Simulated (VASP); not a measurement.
Here is a VASP 6.6.1 calculation.

File INCAR:

```
ALGO = Normal ; EDIFF = 1E-6
ENCUT = 520 ; GGA = CA
ISIF = 2 ; ISMEAR = 0
ISPIN = 2 ; LASPH = T
LCHARG = F ; LMAXMIX = 4
LORBIT = 11 ; LREAL = F
LWAVE = F ; MAGMOM = 0.75
NBANDS = 15 ; NELM = 150
PREC = Accurate ; SIGMA = 0.1
```

KPOINTS

```
k-points
0
Gamma
  20 20 20
```

File POSCAR:

```
Ni
1.0
    0.0000000000      1.7592378550      1.7592378550
    1.7592378550      0.0000000000      1.7592378550
    1.7592378550      1.7592378550      0.0000000000
Ni
1
Direct
    0.0000000000      0.0000000000      0.0000000000
```

Potentials or basis: VASP PAW LDA potentials, release 64 (Ni).

The run is started by

```sh
$ cat potpaw_LDA.64/Ni/POTCAR > POTCAR
$ mpirun -np 1 vasp_std > vasp.out
```

(1) Estimate the site moments.

(2) Estimate the net moment.

## Answers

(1) Ni +0.62 μB.

(2) 0.61 μB per cell.
